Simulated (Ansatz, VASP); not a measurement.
**One calculation of I, two programs**

```
I
1.0
     4.47298   -2.31062    0.00000
     4.47298    2.31062    0.00000
     0.00000    0.00000    9.84099
I
4
Direct
  0.84128 0.15872 0.12189
  0.15872 0.84128 0.87811
  0.34128 0.65872 0.37811
  0.65872 0.34128 0.62189
```

Alike in both runs: functional PBE; k mesh 6 × 6 × 2; occupations gaussian, width 0.05 eV; no spin polarisation.

Ansatz relaxed the structure, and its values are those at the end. VASP's run is a single point on that final structure, the one shown.

|  | VASP | Ansatz |
| --- | --- | --- |
| version | VASP 6.6.1 | Ansatz 0.2.0 |
| potentials or method | VASP PAW PBE potentials, release 64 (I), cutoff 520 eV | scalar-relativistic, plane waves, PAW |
| valence electrons in the cell | 28 | 68 |

Ansatz gave:

| Quantity | Value |
| --- | --- |
| gap on the k mesh at the Fermi level (eV) | 1.05 |
| least direct gap on the mesh (eV) | 1.07 |
| pressure (GPa) | 0.0 |
| rms of the force components (eV/Å) | 0.003 |

Q: Estimate VASP's values.

A: gap on the k mesh at the Fermi level (eV): 1.05; least direct gap on the mesh (eV): 1.07; pressure (GPa): 0.0; rms of the force components (eV/Å): 0.012.

VASP's potentials hold 28 valence electrons a cell and Ansatz's 68, so a difference there can come from the potentials and not from the codes.

Neither program's run includes spin-orbit coupling.
